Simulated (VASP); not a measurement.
Input of a VASP 6.6.1 run:

INCAR

```
SYSTEM = ZrB2
  ALGO = Normal
  EDIFF = 1E-6
  ENCUT = 520
  GGA = PE
  ISIF = 2
  ISMEAR = -1
  IVDW = 12
  LASPH = .True.
  LCHARG = .False.
  LREAL = .False.
  LWAVE = .False.
  NBANDS = 27
  NELM = 80
  PREC = Accurate
  SIGMA = 0.2
```

Contents of KPOINTS:

```
k-points
0
Gamma
  6 6 3
  0 0 0
```

File POSCAR:

```
ZrB2
1.0
    3.1700000000      0.0000000000      0.0000000000
   -1.5850000000      2.7453005300      0.0000000000
    0.0000000000      0.0000000000     11.0660000000
Zr B
2 4
Direct
    0.0000000000      0.0000000000      0.0000000000
    0.0000000000      0.0000000000      0.3192662209
    0.3333333333      0.6666666667      0.1596331104
    0.6666666667      0.3333333333      0.1596331104
    0.3333333333      0.6666666667      0.4788993313
    0.6666666667      0.3333333333      0.4788993313
```

Potentials or basis: VASP PAW PBE potentials, release 64 (Zr_sv, B).

Launch:

```sh
$ cat potpaw_PBE.64/Zr_sv/POTCAR potpaw_PBE.64/B/POTCAR > POTCAR
$ mpirun -np 1 vasp_std > vasp.out
```

**Question.** Estimate the band gap on the k mesh.

**Answer.** Zero (band 18 reaches 4.89 eV, above the bottom of band 19 at 4.77 eV).

**Question.** Predict the largest force.

**Answer.** 0.874 eV/Å.

**Question.** Estimate the dispersion energy per atom.

**Answer.** -0.277 eV.

Forces in eV/Å, atoms in the order of the input:
```
Zr   0.000  0.000  0.680
Zr   0.000  0.000  0.874
B    0.000  0.000 -0.320
B    0.000  0.000 -0.320
B    0.000  0.000 -0.457
B    0.000  0.000 -0.457
```

Caveat: the k points lie up to 0.38 Å⁻¹ apart.
